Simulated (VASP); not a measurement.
Input of a VASP 6.6.1 run:

The input INCAR:

```
SYSTEM = CoO
PREC = Accurate
ENCUT = 520
EDIFF = 1E-8
ISMEAR = -1
SIGMA = 0.05
LREAL = .FALSE.
LASPH = .TRUE.
NELM = 150
ALGO = Normal
ISIF = 2
LWAVE = .FALSE.
LCHARG = .TRUE.
ISPIN = 2
MAGMOM = 2 2 0 0
LORBIT = 11
LMAXMIX = 4
GGA = PS
NBANDS = 27
IBRION = 8
NSW = 1
```

KPOINTS

```
regular mesh
0
G
  8 8 6
  0 0 0
```

Contents of POSCAR:

```
CoO
1.0
    3.1976457435      0.0000000000      0.0000000000
   -1.5988228718      2.7692424462      0.0000000000
    0.0000000000      0.0000000000      5.2287097100
Co O
2 2
Direct
    0.3333333333      0.6666666667      0.5033624100
    0.0000000000      0.0000000000      0.0034741400
    0.3333333333      0.6666666667      0.8715556000
    0.0000000000      0.0000000000      0.3716088500
```

Potentials or basis: VASP PAW PBE potentials, release 64 (Co, O).

The run is started by

```console
$ cat potpaw_PBE.64/Co/POTCAR potpaw_PBE.64/O/POTCAR > POTCAR
$ mpirun -np 1 vasp_std > vasp.out
```

(1) What does it give for the highest phonon frequency at Γ, LO-TO splitting left out?

(2) Estimate the site moments.

Results:

(1) 487 cm⁻¹.

(2) Co +2.47; O +0.32 μB.

Caveat: the cell stands under pressure or tension, which shifts response properties.
